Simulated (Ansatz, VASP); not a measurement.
## Two plane-wave programs on AlSi2

File INCAR:

```
PREC = Accurate
ENCUT = 600
EDIFF = 1E-6
ISMEAR = 0
SIGMA = 0.1
LREAL = F
LASPH = T
NELM = 80
ALGO = Normal
ISIF = 3
LWAVE = F
LCHARG = F
GGA = PE
IBRION = 2
NSW = 90
EDIFFG = -0.04
```

KPOINTS

```
regular mesh
0
Gamma
  6 6 6
```

File POSCAR:

```
AlSi2
1.0
   -1.9304852967      1.9304852967      3.1661943940
    1.9304852967     -1.9304852967      3.1661943940
    1.9304852967      1.9304852967     -3.1661943940
Al Si
1 2
Direct
    0.0000000000      0.0000000000      0.0000000000
    0.5930000000      0.5930000000      0.0000000000
    0.4070000000      0.4070000000      0.0000000000
```

Input for Ansatz:

```yaml
crystal:
  lattice:
    - [-1.9304852967, 1.9304852967, 3.166194394]
    - [1.9304852967, -1.9304852967, 3.166194394]
    - [1.9304852967, 1.9304852967, -3.166194394]
  atoms:
    - { symbol: Al, position: [0.0, 0.0, 0.0] }
    - { symbol: Si, position: [0.593, 0.593, 0.0] }
    - { symbol: Si, position: [0.407, 0.407, 0.0] }
basis:
  ecutwfc: 420
kpoints:
  mp_grid: { grid: [6, 6, 6] }
hamiltonian:
  xc: pbe
scf:
  occupations: { method: gaussian, width: 0.1 }
  lower_state_search: "off"
output:
  forces: true
  stress: true
  eigenvalues: true
relax:
  adjacent_minimum: "off"
  f_tol: 0.04
  max_steps: 70
  cell: { stress_tol: 0.4 }
```

Alike in both runs: task relaxation of cell and atoms; functional PBE; k mesh 6 × 6 × 6; occupations gaussian, width 0.1 eV; no spin polarisation.

```csv
,VASP,Ansatz
version,VASP 6.6.1,Ansatz 0.2.0
potentials or method,"VASP PAW PBE potentials, release 64 (Al, Si), cutoff 600 eV","scalar-relativistic, plane waves, PAW"
valence electrons in the cell,11,11
```

|  | VASP | Ansatz | Ansatz less VASP |
| --- | --- | --- | --- |
| gap on the k mesh at the Fermi level, each at its own relaxed structure (eV) | none | none | - |
| relaxed volume (Å³/atom) | 15.34 | 15.33 | -0.015 |
| relaxed cell length with the largest relative difference (Å) | 4.740 | 4.741 | +0.0012 |

A gap of «none» marks a metal or a gap that the smearing closes.

The k mesh is coarse, so the values compare programs but aren't converged.
